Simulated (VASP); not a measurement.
Set up this calculation in VASP 6.6.1, as the native input.

| Property | Result |
| --- | --- |
| Task | single point |
| Functional | PBEsol |
| Potentials or basis | VASP PAW PBE potentials, release 64 (Bi_d) |
| Cutoff | 520 eV |
| k mesh | 12 × 12 × 4 |
| Occupations | gaussian, width 0.15 eV |
| Spin | no spin polarisation |
| Dipole correction | no |
| Further INCAR settings | ALGO = Fast; EDIFF = 1e-07; NBANDS = 22 |

The structure of Bi lies in POSCAR:

```
Bi
1.0
    4.5390002997      0.0000000000      0.0000000000
   -2.2695001499      3.9308895673      0.0000000000
    0.0000000000      0.0000000000     11.8290000000
Bi
2
Direct
    0.3333333333      0.6666666667      0.2500000000
    0.6666666667      0.3333333333      0.7500000000
```

This isn't the form of Bi at room conditions, which is rhombohedral.

These files were run (other wordings do the same):

INCAR

```
PREC = Accurate
ENCUT = 520
EDIFF = 1E-7
ISMEAR = 0
SIGMA = 0.15
LREAL = F
LASPH = T
NELM = 60
ALGO = Fast
ISIF = 2
LWAVE = F
LCHARG = F
GGA = PS
NBANDS = 22
```

KPOINTS

```
regular mesh
0
Gamma
  12 12 4
```

Potentials or basis: VASP PAW PBE potentials, release 64 (Bi_d).

The run is started by

```sh
$ cat potpaw_PBE.64/Bi_d/POTCAR > POTCAR
$ mpirun -np 1 vasp_std > vasp.out
```

Results of the run:

```yaml
Pressure: -3.5 GPa
Band_gap_on_the_k_mesh: zero (bands 15 and 16 overlap by 2.16 eV)
```

Caveat: the cell stands under tension; the PAW data sets were made with another functional, which shifts forces and pressure a little; spin-orbit coupling is left out, which moves the levels of the heavy elements.

Run time: 11 min on 1 thread of Intel Xeon 8259CL, with other jobs on the host, peak memory 0.45 GiB.
